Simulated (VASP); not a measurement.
# MoS2 (R3m) in VASP: notebook

MoS2 is run at these levels: LDA; tasks: electric field gradients.

Program: VASP 6.6.1. These are calculated values, not measurements. Logs are shortened: lines on timing, memory, paths and dates and some standing lists are left out, and cuts for length are marked.

## Step 1: The cell of the first run

The structure is trigonal, space group R3m (No. 160). The conventional cell has a = 3.163 Å, b = 3.163 Å, c = 18.370 Å, α = 90.00°, β = 90.00°, γ = 120.00°. Within 3.2 Å of Mo (site symmetry 3m) lie 6 S at 2.36 Å and 6 Mo at 3.16 Å. Within 3.2 Å of S (site symmetry 3m) lie 3 Mo at 2.36 Å and 7 S at 3.00 to 3.16 Å. S (site symmetry 3m) has 3 Mo at 2.36 Å and 7 S at 3.00 to 3.16 Å within 3.2 Å.

## Step 2: Electric field gradients, LDA

Input file INCAR:

```
  PREC = Accurate
  ENCUT = 520
  EDIFF = 1E-8
  ISMEAR = -1
  SIGMA = 0.05
  LREAL = False
  LASPH = True
  NELM = 60
  ALGO = Normal
  ISIF = 2
  LWAVE = False
  LCHARG = False
  GGA = CA
  LEFG = True
  NBANDS = 20
```

Input file KPOINTS:

```
Automatic mesh
0
Gamma
  15 15 15
```

Input file POSCAR:

```
MoS2
1.0
    1.5815003568      0.9130796567      6.1233300000
   -1.5815003568      0.9130796567      6.1233300000
    0.0000000000     -1.8261593134      6.1233300000
Mo S
1 2
Direct
    0.0000000000      0.0000000000      0.0000000000
    0.7484000000      0.7484000000      0.7484000000
    0.5849000000      0.5849000000      0.5849000000
```

Potentials or basis: VASP PAW LDA potentials, release 64 (Mo_sv, S).

On the command line:

```sh
$ cat potpaw_LDA.64/Mo_sv/POTCAR potpaw_LDA.64/S/POTCAR > POTCAR
$ mpirun -np 1 vasp_std > vasp.out
```

OUTCAR:

```text
PREC = Accurate
   ENCUT = 520
   EDIFF = 1E-8
   ISMEAR = -1
   LREAL = False
   LASPH = True
   NELM = 60
   ISIF = 2
   GGA = CA

 ion  position               nearest neighbor table
   1  0.000  0.000  0.000-   2 2.36   2 2.36   2 2.36   3 2.36   3 2.36   3 2.36
   2  0.748  0.748  0.748-   1 2.36   1 2.36   1 2.36
   3  0.585  0.585  0.585-   1 2.36   1 2.36   1 2.36

  LATTYP: Found a trigonal (rhomboedric) cell.
 ALAT       =     6.3898378796
 COS(alpha) =     0.8774851014

  Lattice vectors:

 A1 = (   1.5815003568,   0.9130796567,   6.1233300000)
 A2 = (  -1.5815003568,   0.9130796567,   6.1233300000)
 A3 = (   0.0000000000,  -1.8261593134,   6.1233300000)

Analysis of symmetry for initial positions (statically):
=====================================================================
 Subroutine PRICEL returns:
 Original cell was already a primitive cell.

 Routine SETGRP: Setting up the symmetry group for a
 trigonal (rhombohedral) supercell.

 Subroutine GETGRP returns: Found  6 space group operations
 (whereof  6 operations were pure point group operations)
 out of a pool of 12 trial point group operations.

The static configuration has the point symmetry C_3v.

Analysis of symmetry for dynamics (positions and initial velocities):
=====================================================================
 Subroutine PRICEL returns:
 Original cell was already a primitive cell.

 Routine SETGRP: Setting up the symmetry group for a
 trigonal (rhombohedral) supercell.

 Subroutine GETGRP returns: Found  6 space group operations
 (whereof  6 operations were pure point group operations)
 out of a pool of 12 trial point group operations.

The dynamic configuration has the point symmetry C_3v.

 Subroutine INISYM returns: Found  6 space group operations
 (whereof  6 operations are pure point group operations),
 and found     1 'primitive' translations

----------------------------------------------------------------------------------------

                                     Primitive cell

  volume of cell :      53.0538
[... 120 lines left out ...]
   LEPSILON=     F    determine dielectric tensor
   LRPA    =     F    only Hartree local field effects (RPA)
 non-spin polarized calculation
  energy-cutoff  :      520.00
  volume of cell :       53.05
 maximum number of plane-waves:      1447
   NGX = 23   NGY = 23   NGZ = 23

 number of electron      26.0000001 magnetization

 Free energy of the ion-electron system (eV)
  ---------------------------------------------------
  ext. energy  EPLUGINS =         0.00000000
  ---------------------------------------------------
  free energy    TOTEN  =       -24.42778040 eV

  energy without entropy =      -24.42776968  energy(sigma->0) =      -24.42777504

 E-fermi :   7.9431     XC(G=0): -11.1046

 val. band max:        7.6812545642   @ k =   0.4667   0.4667   0.4667
 cond. band min:       8.3078308896   @ k =  -0.2000   0.4667   0.1333
 fundamental gap:      0.6265763255
 Fermi energy:         7.9431070705

 k-point     1 :       0.0000    0.0000    0.0000
  band No.  band energies     occupation
      1     -53.6737      2.00000
      2     -28.0520      2.00000
      3     -27.8218      2.00000
      4     -27.8218      2.00000
      5      -7.6242      2.00000
      6      -5.7582      2.00000
[... 541 lines left out ...]
     19      16.0511      0.00000
     20      16.5650      0.00000

 [... further k-points ...]
[... 5 lines left out ...]
  --------------------------------------------------------------------------------------
  -------------------------------------------------------------------------------------
  Total       -0.2869980     -0.2869980      2.0887405      0.0000000      0.0000000      0.0000000
  in kB       -8.6670754     -8.6670754     63.0780419      0.0000000      0.0000000      0.0000000
  external PRESSURE =      15.2479637 kB  Pullay stress =       0.0000000 kB

 VOLUME and BASIS-vectors are now :
 -----------------------------------------------------------------------------
  energy-cutoff  :      520.00
  volume of cell :       53.05
      direct lattice vectors                 reciprocal lattice vectors
     1.581500357  0.913079657  6.123330000     0.316155477  0.182532450  0.054436611
    -1.581500357  0.913079657  6.123330000    -0.316155477  0.182532450  0.054436611
     0.000000000 -1.826159313  6.123330000     0.000000000 -0.365064900  0.054436611

 POSITION                                       TOTAL-FORCE (eV/Angst)
 -----------------------------------------------------------------------------------
      0.00000      0.00000      0.00000         0.000000     -0.000000     -0.002523
      0.00000      0.00000     13.74810         0.000000     -0.000000      0.837884
      0.00000      0.00000     10.74461         0.000000      0.000000     -0.835361
 -----------------------------------------------------------------------------------
    total drift:                                0.000000      0.000000     -0.000012

  FREE ENERGIE OF THE ION-ELECTRON SYSTEM (eV)
  ---------------------------------------------------
  free  energy   TOTEN  =       -24.4277804044 eV

  energy  without entropy=      -24.4277696783  energy(sigma->0) =      -24.42777504

 Electric field gradients (V/A^2)
---------------------------------------------------------------------
 ion       V_xx      V_yy      V_zz      V_xy      V_xz      V_yz
---------------------------------------------------------------------
   1      48.229    48.229   -96.458     0.000     0.000     0.000
   2      32.033    32.033   -64.065     0.000    -0.000    -0.000
   3      31.287    31.287   -62.575     0.000     0.000     0.000
---------------------------------------------------------------------

 Electric field gradients after diagonalization (V/A^2)
 (convention: |V_zz| > |V_xx| > |V_yy|)
----------------------------------------------------------------------
 ion       V_xx      V_yy      V_zz     asymmetry (V_yy - V_xx)/ V_zz
----------------------------------------------------------------------
   1      48.229    48.229   -96.458       0.000
   2      32.033    32.033   -64.065       0.000
   3      31.287    31.287   -62.575       0.000
----------------------------------------------------------------------

           NMR quadrupolar parameters

 Cq : quadrupolar parameter    Cq=e*Q*V_zz/h
 eta: asymmetry parameters     (V_yy - V_xx)/ V_zz
 Q  : nuclear electric quadrupole moment in mb (millibarn)
----------------------------------------------------------------------
 ion       Cq(MHz)       eta       Q (mb)
----------------------------------------------------------------------
   1      -0.233       0.000       1.000
   2      -0.155       0.000       1.000
   3      -0.151       0.000       1.000
----------------------------------------------------------------------
```

OSZICAR:

```text
N       E                     dE             d eps       ncg     rms          rms(c)
DAV:   1     0.192154042577E+03    0.19215E+03   -0.13347E+04 13784   0.123E+03
DAV:   2    -0.174899475620E+02   -0.20964E+03   -0.20375E+03 16028   0.327E+02
DAV:   3    -0.257758077284E+02   -0.82859E+01   -0.82029E+01 16864   0.612E+01
DAV:   4    -0.258780399720E+02   -0.10223E+00   -0.10217E+00 16568   0.712E+00
DAV:   5    -0.258796536585E+02   -0.16137E-02   -0.16136E-02 17228   0.882E-01    0.271E+01
DAV:   6    -0.247436182439E+02    0.11360E+01   -0.90892E+00 15564   0.200E+01    0.882E+00
DAV:   7    -0.245234601338E+02    0.22016E+00   -0.29314E+00 15008   0.112E+01    0.664E+00
DAV:   8    -0.244295586197E+02    0.93902E-01   -0.44048E-01 16300   0.445E+00    0.135E+00
DAV:   9    -0.244284611935E+02    0.10974E-02   -0.13277E-02 15912   0.775E-01    0.385E-01
DAV:  10    -0.244277967180E+02    0.66448E-03   -0.41556E-03 15684   0.444E-01    0.780E-02
DAV:  11    -0.244277802133E+02    0.16505E-04   -0.34225E-04 15904   0.133E-01    0.366E-02
DAV:  12    -0.244277786999E+02    0.15134E-05   -0.17631E-05 16136   0.267E-02    0.111E-02
DAV:  13    -0.244277804142E+02   -0.17143E-05   -0.39521E-06 15508   0.122E-02    0.486E-03
DAV:  14    -0.244277803974E+02    0.16767E-07   -0.39062E-07 16388   0.441E-03    0.216E-03
DAV:  15    -0.244277804044E+02   -0.70058E-08   -0.44042E-08 15544   0.143E-03
   1 F= -.24427780E+02 E0= -.24427775E+02  d E =-.107262E-04
```

stdout:

```text
POSCAR found type information on POSCAR MoS
 POSCAR found :  2 types and       3 ions
 scaLAPACK will be used
 LDA part: xc-table for (Slater(with rela. corr.)+CA(PZ))
 , standard interpolation
 POSCAR, INCAR and KPOINTS ok, starting setup
 FFT: planning ... GRIDC
 FFT: planning ... GRID_SOFT
 FFT: planning ... GRID
 WAVECAR not read
 entering main loop
ion   1

ion   2

ion   3
```

Wall time 6.3 min (1 thread of Intel Xeon 6975P-C (Granite Rapids), shared host); peak memory 0.5 GiB.

Results:

- Free energy: -24.4278 eV
- Pressure: 1.5 GPa
- Largest force: 0.838 eV/Å
- Band gap on the k mesh: 0.63 eV (least direct gap 1.63 eV)
- Largest electric field gradient by atom: Mo -96.5; S -64.1, -62.6 V/Å²

Forces on the atoms (eV/Å):
```
Mo   0.000  0.000 -0.003
S    0.000  0.000  0.838
S    0.000  0.000 -0.835
```

Stress tensor (GPa, compression positive):
```
-0.87  0.00  0.00
 0.00 -0.87  0.00
 0.00  0.00  6.31
```

Electric field gradients, principal values (V/Å²):
| atom | least | middle | greatest (by size) |
| --- | --- | --- | --- |
| 1 Mo | 48.229 | 48.229 | -96.458 |
| 2 S | 32.033 | 32.033 | -64.065 |
| 3 S | 31.287 | 31.287 | -62.575 |

Caveat: without QUAD_EFG the Cq values of the log hold for a quadrupole moment of 1 mb, not for the nuclei; an odd mesh through Γ misses points on the zone boundary, where band edges can lie.

## Step 3: Electric field gradients, LDA (equal xx and yy strain of +1 %)

Input file INCAR:

```
PREC = Accurate ; ENCUT = 520
EDIFF = 1E-8 ; ISMEAR = -1
SIGMA = 0.05 ; LREAL = False
LASPH = True ; NELM = 80
ALGO = Normal ; ISIF = 2
LWAVE = False ; LCHARG = False
GGA = CA ; LEFG = True
NBANDS = 20
```

Input file KPOINTS:

```
regular mesh
0
Gamma
  15 15 15
```

Input file POSCAR:

```
MoS2
1.0
    1.5973153604      0.9222104533      6.1233300000
   -1.5973153604      0.9222104533      6.1233300000
    0.0000000000     -1.8444209065      6.1233300000
Mo S
1 2
Direct
    0.0000000000      0.0000000000      0.0000000000
    0.7484000000      0.7484000000      0.7484000000
    0.5849000000      0.5849000000      0.5849000000
```

Potentials or basis: VASP PAW LDA potentials, release 64 (Mo_sv, S).

On the command line:

```sh
$ cat potpaw_LDA.64/Mo_sv/POTCAR potpaw_LDA.64/S/POTCAR > POTCAR
$ mpirun -np 1 vasp_std > vasp.out
```

OUTCAR:

```text
PREC = Accurate
   ENCUT = 520
   EDIFF = 1E-8
   ISMEAR = -1
   LREAL = False
   LASPH = True
   NELM = 80
   ISIF = 2
   GGA = CA

 ion  position               nearest neighbor table
   1  0.000  0.000  0.000-   2 2.38   2 2.38   2 2.38   3 2.38   3 2.38   3 2.38
   2  0.748  0.748  0.748-   1 2.38   1 2.38   1 2.38
   3  0.585  0.585  0.585-   1 2.38   1 2.38   1 2.38

  LATTYP: Found a trigonal (rhomboedric) cell.
 ALAT       =     6.3950808259
 COS(alpha) =     0.8752273911

  Lattice vectors:

 A1 = (   1.5973153604,   0.9222104533,   6.1233300000)
[... 769 lines left out ...]

  energy  without entropy=      -24.4108733857  energy(sigma->0) =      -24.41088941

 Electric field gradients (V/A^2)
---------------------------------------------------------------------
 ion       V_xx      V_yy      V_zz      V_xy      V_xz      V_yz
---------------------------------------------------------------------
   1      48.443    48.443   -96.887     0.000     0.000    -0.000
   2      31.999    31.999   -63.998     0.000    -0.000    -0.000
   3      31.265    31.265   -62.531     0.000     0.000    -0.000
---------------------------------------------------------------------

 Electric field gradients after diagonalization (V/A^2)
 (convention: |V_zz| > |V_xx| > |V_yy|)
----------------------------------------------------------------------
 ion       V_xx      V_yy      V_zz     asymmetry (V_yy - V_xx)/ V_zz
----------------------------------------------------------------------
   1      48.443    48.443   -96.887       0.000
   2      31.999    31.999   -63.998       0.000
   3      31.265    31.265   -62.531       0.000
----------------------------------------------------------------------

           NMR quadrupolar parameters

 Cq : quadrupolar parameter    Cq=e*Q*V_zz/h
 eta: asymmetry parameters     (V_yy - V_xx)/ V_zz
 Q  : nuclear electric quadrupole moment in mb (millibarn)
----------------------------------------------------------------------
 ion       Cq(MHz)       eta       Q (mb)
----------------------------------------------------------------------
   1      -0.234       0.000       1.000
   2      -0.155       0.000       1.000
   3      -0.151       0.000       1.000
----------------------------------------------------------------------
```

Wall time 16 min (1 thread of Intel Xeon Platinum 8488C (Sapphire Rapids), shared host); peak memory 0.51 GiB.

What came out:

* Free energy: -24.4109 eV
* Pressure: -1.5 GPa
* Largest force: 0.613 eV/Å
* Band gap on the k mesh: 0.50 eV (least direct gap 1.54 eV)
* Largest electric field gradient by atom: Mo -96.9; S -64.0, -62.5 V/Å²

Forces in eV/Å, atoms in the order of the input:
```
Mo   0.000  0.000 -0.003
S    0.000  0.000  0.613
S    0.000  0.000 -0.610
```

Levels at points of the mesh, in eV from the valence-band top:
```tsv
k point	band 9	band 10	band 11	band 12	band 13	band 14	band 15	band 16	band 17	band 18
(0.00, 0.00, 0.00)	-3.89	-2.71	-2.71	-1.26	-1.16	1.78	1.78	2.30	2.30	4.98
```

Electric field gradients, principal values (V/Å²):
| atom | least | middle | greatest (by size) |
| --- | --- | --- | --- |
| 1 Mo | 48.443 | 48.443 | -96.887 |
| 2 S | 31.999 | 31.999 | -63.998 |
| 3 S | 31.265 | 31.265 | -62.531 |

Caveat: the cell differs from its parent crystal (equal xx and yy strain of +1 %); without QUAD_EFG the Cq values of the log hold for a quadrupole moment of 1 mb, not for the nuclei; an odd mesh through Γ misses points on the zone boundary, where band edges can lie.
